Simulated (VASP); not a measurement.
Set up this calculation in VASP 6.6.1, as the native input.

```yaml
Task: single point
Functional: PBE
Potentials_or_basis: VASP PAW PBE potentials, release 64 (Mo_sv)
Cutoff: 520 eV
k_mesh: 22 × 22 × 22
Occupations: gaussian, width 0.15 eV
Spin: no spin polarisation
Dipole_correction: no
Further_INCAR_settings: ALGO = Fast; EDIFF = 1e-07; NBANDS = 13
```

The structure of Mo lies in POSCAR:

```
Mo
1.0
   -1.6652600000      1.5710000000      1.5710000000
    1.6652600000     -1.5710000000      1.5710000000
    1.6652600000      1.5710000000     -1.5710000000
Mo
1
Direct
    0.0000000000      0.0000000000      0.0000000000
```

This cell differs from its parent crystal: strain +0.0600 x Voigt [1, 0, 0, 0, 0, 0].

One way to write it, as run:

INCAR

```
SYSTEM = Mo
  PREC = Accurate
  ENCUT = 520
  EDIFF = 1E-7
  ISMEAR = 0
  SIGMA = 0.15
  LREAL = .False.
  LASPH = .True.
  NELM = 60
  ALGO = Fast
  ISIF = 2
  LWAVE = .False.
  LCHARG = .True.
  GGA = PE
  LELF = .True.
  LVHAR = .True.
  NBANDS = 13
```

KPOINTS

```
regular mesh
0
Gamma
  22 22 22
  0 0 0
```

Potentials or basis: VASP PAW PBE potentials, release 64 (Mo_sv).

Launch:

```sh
$ cat potpaw_PBE.64/Mo_sv/POTCAR > POTCAR
$ mpirun -np 1 vasp_std > vasp.out
```

It gave:

```json
{
  "Pressure": "-8.8 GPa",
  "Band gap on the k mesh": "zero (band 7 reaches 15.38 eV, above the bottom of band 8 at 10.82 eV)"
}
```

Caveat: the cell differs from its parent crystal (strain +0.0600 x Voigt [1, 0, 0, 0, 0, 0]).

Run time: 89 s on 1 thread of Intel(R) Xeon(R) Platinum 8488C (Sapphire Rapids) (shared host), peak memory 0.28 GiB.
